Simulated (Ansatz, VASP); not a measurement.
# Pt in VASP and in Ansatz

```
Pt
1.0
     2.81481    0.00000    0.00000
    -1.40741    2.43770    0.00000
     0.00000    0.00000    4.88612
Pt
2
Direct
  0.33333 0.66667 0.25000
  0.66667 0.33333 0.75000
```

Alike in both runs: task single point; functional r2SCAN; k mesh 11 × 11 × 6; occupations fermi-dirac, width 0.05 eV; no spin polarisation.

```csv
,VASP,Ansatz
version,VASP 6.6.1,Ansatz 0.2.0
potentials or method,"VASP PAW PBE potentials, release 64 (Pt_sv_GW)",Ansatz PAW
plane-wave cutoff (eV),550,500
valence electrons in the cell,36,36
```

```csv
,VASP,Ansatz,Ansatz less VASP
gap on the k mesh at the Fermi level (eV),none,none,-
pressure (GPa),-19.5,-17.6,+1.82
"traceless stress, the component that is largest in VASP (GPa)",1.71,1.67,-0.040
```

VASP's potentials were made for PBE, not for r2SCAN. A gap of «none» marks a metal or a gap that the smearing closes.

Spin-orbit coupling is off throughout.
